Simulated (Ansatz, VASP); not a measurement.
**One calculation of CuO, two programs**

```
CELL_PARAMETERS angstrom
0.18960 -2.17229 -2.04314
-2.01972 0.10630 -1.95984
2.38320 2.28584 -4.38944
ATOMIC_POSITIONS crystal
Cu 0.45623 0.53069 0.48541
Cu 0.97428 0.98587 0.02436
O 0.80166 0.74472 0.73928
O 0.26782 0.23873 0.25095
```

Alike in both runs: functional r2SCAN; k mesh 10 × 10 × 5; occupations fermi-dirac, width 0.05 eV; no spin polarisation.

```csv
,VASP,Ansatz
version,VASP 6.6.1,Ansatz 0.2.0
potentials or method,"VASP PAW PBE potentials, release 64 (Cu, O)",Ansatz PAW
plane-wave cutoff (eV),520,500
valence electrons in the cell,34,50
task,single point,density of states
```

Ansatz gave:

- gap on the k mesh at the Fermi level (eV): none
- pressure (GPa): -10.8
- traceless stress, the component that is largest in VASP (GPa): 9.11
- rms of the force components (eV/Å): 0.703

Problem. Which values does VASP return?

Solution. gap on the k mesh at the Fermi level (eV): none; pressure (GPa): -10.2; traceless stress, the component that is largest in VASP (GPa): 9.01; rms of the force components (eV/Å): 0.718.

VASP's potentials were made for PBE, not for r2SCAN. Atom by atom the forces differ by 0.018 eV/Å (rms over components). A gap of «none» marks a metal or a gap that the smearing closes. VASP's potentials hold 34 valence electrons a cell and Ansatz's 50, so a difference there can come from the potentials and not from the codes.
